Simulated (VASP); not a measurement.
NbP, 4 atoms in the cell. Symmetry: I4_1md, No. 109, tetragonal system. The conventional cell has a = 3.374 Å, b = 3.374 Å, c = 11.589 Å, α = 90.00°, β = 90.00°, γ = 90.00°. Within 3.4 Å of Nb (site symmetry 2mm) lie 6 P at 2.57 Å and 8 Nb at 3.35 to 3.37 Å. Within 3.4 Å of P (site symmetry 2mm) lie 6 Nb at 2.57 Å and 8 P at 3.35 to 3.37 Å. 

- Program: VASP 6.6.1
- Task: single point
- Functional: PBEsol
- Potentials or basis: VASP PAW PBE potentials, release 64 (Nb_sv, P)
- Cutoff: 520 eV
- k mesh: 18 × 18 × 18
- Occupations: gaussian, width 0.1 eV
- Spin: no spin polarisation
- Dipole correction: no
- Further INCAR settings: ALGO = Normal; EDIFF = 1e-06; NBANDS = 26

Potentials or basis: VASP PAW PBE potentials, release 64 (Nb_sv, P).

Launch:

```console
$ cat potpaw_PBE.64/Nb_sv/POTCAR potpaw_PBE.64/P/POTCAR > POTCAR
$ mpirun -np 1 vasp_std > vasp.out
```

Hardware: 1 thread of AMD EPYC 9R45 96-Core Processor (Zen 5), on a shared host.

Q: How long does it take, and how much memory?

A: It took 22 min on 1 thread of AMD EPYC 9R45 96-Core Processor (Zen 5), on a shared host, peak memory 0.81 GiB. Counts: scf iterations 13, k points 480.
